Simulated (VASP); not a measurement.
A run of VASP 6.6.1:

File INCAR:

```
SYSTEM = Zn
  AGGAC = 1.0
  AGGAX = 1.0
  ALDAC = 0.0
  ALDAX = 1.0
  ALGO = Normal
  EDIFF = 1E-7
  ENCUT = 520
  GGA = B5
  ISIF = 2
  ISMEAR = -1
  LASPH = .TRUE.
  LCHARG = .TRUE.
  LELF = .TRUE.
  LREAL = .FALSE.
  LVHAR = .TRUE.
  LWAVE = .FALSE.
  NBANDS = 32
  NELM = 80
  PREC = Accurate
  SIGMA = 0.1
```

The input KPOINTS:

```
k-points
0
G
  13 13 4
  0 0 0
```

File POSCAR:

```
Zn
1.0
    2.6120097146      0.0000000000      0.0000000000
   -1.3060048573      2.2620667678      0.0000000000
    0.0000000000      0.0000000000     12.8728601199
Zn
4
Direct
    1.0000000000      1.0000000000      1.0000000000
    1.0000000000      0.0000000000      0.5000000000
    0.3333333333      0.6666666667      0.2500000000
    0.6666666667      0.3333333333      0.7500000000
```

Potentials or basis: VASP PAW PBE potentials, release 64 (Zn).

Command:

```sh
$ cat potpaw_PBE.64/Zn/POTCAR > POTCAR
$ mpirun -np 1 vasp_std > vasp.out
```

Hardware: 1 thread of Intel(R) Xeon(R) Platinum 8488C (Sapphire Rapids) (shared host).

**Question.** Estimate the wall time of this run.

**Answer.** It took 91 s on 1 thread of Intel(R) Xeon(R) Platinum 8488C (Sapphire Rapids), with other jobs on the host, peak memory 0.25 GiB. Counts: scf iterations 14, k points 63.
